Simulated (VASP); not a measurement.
Here is a VASP 6.6.1 calculation.

INCAR

```
SYSTEM = BaTe
ALGO = Normal ; EDIFF = 1E-7
ENCUT = 520 ; GGA = PE
ISIF = 2 ; ISMEAR = 0
LASPH = .TRUE. ; LCHARG = .TRUE.
LELF = .TRUE. ; LREAL = .FALSE.
LVHAR = .TRUE. ; LWAVE = .FALSE.
NBANDS = 15 ; NELM = 80
PREC = Accurate ; SIGMA = 0.05
```

File KPOINTS:

```
k-points
0
G
  6 6 6
  0 0 0
```

Contents of POSCAR:

```
BaTe
1.0
    4.2624660000      0.0000000000      0.0000000000
    0.0000000000      4.2624660000      0.0000000000
    0.0000000000      0.0000000000      4.2624660000
Ba Te
1 1
Direct
    0.0000000000     -0.0586514942      0.0000000000
    0.5000000000      0.5000000000      0.5000000000
```

Potentials or basis: VASP PAW PBE potentials, release 64 (Ba_sv, Te).

The run is started by

```sh
$ cat potpaw_PBE.64/Ba_sv/POTCAR potpaw_PBE.64/Te/POTCAR > POTCAR
$ mpirun -np 1 vasp_std > vasp.out
```

**Question.** Estimate the largest force.

**Answer.** 0.257 eV/Å.

**Question.** What does it give for the band gap on the k mesh?

**Answer.** 0.84 eV, indirect (least direct gap 1.07 eV).

**Question.** Estimate the pressure.

**Answer.** 0.5 GPa.

Forces in eV/Å, atoms in the order of the input:
```
Ba   0.000  0.257  0.000
Te   0.000 -0.257  0.000
```

Caveat: the cell differs from its parent crystal (all Ba atoms moved -0.250 Å, as atom 1 along Cartesian [0 1 0]); spin-orbit coupling is left out, which moves the levels of the heavy elements. A k mesh can miss the band edges.
